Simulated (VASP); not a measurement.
Set up this calculation in VASP 6.6.1, as the native input.

```
Task                   : relaxation of cell and atoms
Functional             : PBE
Potentials or basis    : VASP PAW PBE potentials, release 64 (Al, Te, H)
Cutoff                 : 600 eV
k mesh                 : 3 × 3 × 4
Occupations            : gaussian, width 0.1 eV
Spin                   : no spin polarisation
Dipole correction      : no
Further INCAR settings : ALGO = Normal; EDIFF = 1e-06; IBRION = 2; EDIFFG = -0.04; NSW = 90; ISIF = 3
```

The structure of Al2Te3H lies in POSCAR:

```
Al2Te3H
1.0
    6.4574847200      0.0000000000      0.0000000000
   -3.2287423600      5.5923458100      0.0000000000
    0.0000000000      0.0000000000      3.7857124800
Al Te H
2 3 1
Direct
    0.6666666700      0.3333333300      0.5000000000
    0.3333333300      0.6666666700      0.5000000000
    0.0000000000      0.5000000000      0.0000000000
    0.5000000000      0.5000000000      0.0000000000
    0.5000000000      0.0000000000      0.0000000000
    0.0000000000      0.0000000000      0.5000000000
```

The cell was generated, and may not be a known phase.

These files were run (other wordings do the same):

INCAR

```
PREC     = Accurate       # precision mode
ENCUT    = 600            # plane-wave cutoff, eV
EDIFF    = 1E-6           # SCF threshold, eV
ISMEAR   = 0              # smearing method
SIGMA    = 0.1            # smearing width, eV
LREAL    = False          # projectors in reciprocal space
LASPH    = True           # aspherical terms in the spheres
NELM     = 100            # most SCF steps
ALGO     = Normal         # electronic algorithm
ISIF     = 3              # what is computed and relaxed
LWAVE    = False          # write WAVECAR
LCHARG   = False          # write CHGCAR
GGA      = PE             # functional
IBRION   = 2              # ionic algorithm
NSW      = 90             # ionic steps
EDIFFG   = -0.04          # ionic threshold
```

KPOINTS

```
regular mesh
0
Gamma
  3 3 4
```

Potentials or basis: VASP PAW PBE potentials, release 64 (Al, Te, H).

Launch:

```bash
$ cat potpaw_PBE.64/Al/POTCAR potpaw_PBE.64/Te/POTCAR potpaw_PBE.64/H/POTCAR > POTCAR
$ mpirun -np 1 vasp_std > vasp.out
```

It gave:

```json
{
  "Relaxed volume": "28.88 Å³/atom",
  "Relaxed cell": "a = 6.990 Å, b = 6.990 Å, c = 4.095 Å, α = 90.00°, β = 90.00°, γ = 120.00°",
  "Space group after relaxing (to 0.1 Å)": "P6/mmm (No. 191)",
  "Energy gained by relaxing": "233.8 meV/atom",
  "Ionic steps": "5",
  "Pressure after relaxing": "0.0 GPa",
  "Band gap on the k mesh": "zero (an odd number of electrons rules out a gap without spin polarisation)"
}
```

Caveat: the k points lie up to 0.38 Å⁻¹ apart in the final cell, too coarse for converged energies and pressures of a metal; the volume moved by over 15 % at a fixed basis, so the end points are rough; spin-orbit coupling is left out, which moves the levels of the heavy elements; an odd number of electrons without spin polarisation forces a metal; a magnetic or distorted state may lie lower.

It took 68 s on 1 thread of Intel(R) Xeon(R) 6975P-C (Granite Rapids), with other jobs on the host, peak memory 0.3 GiB.
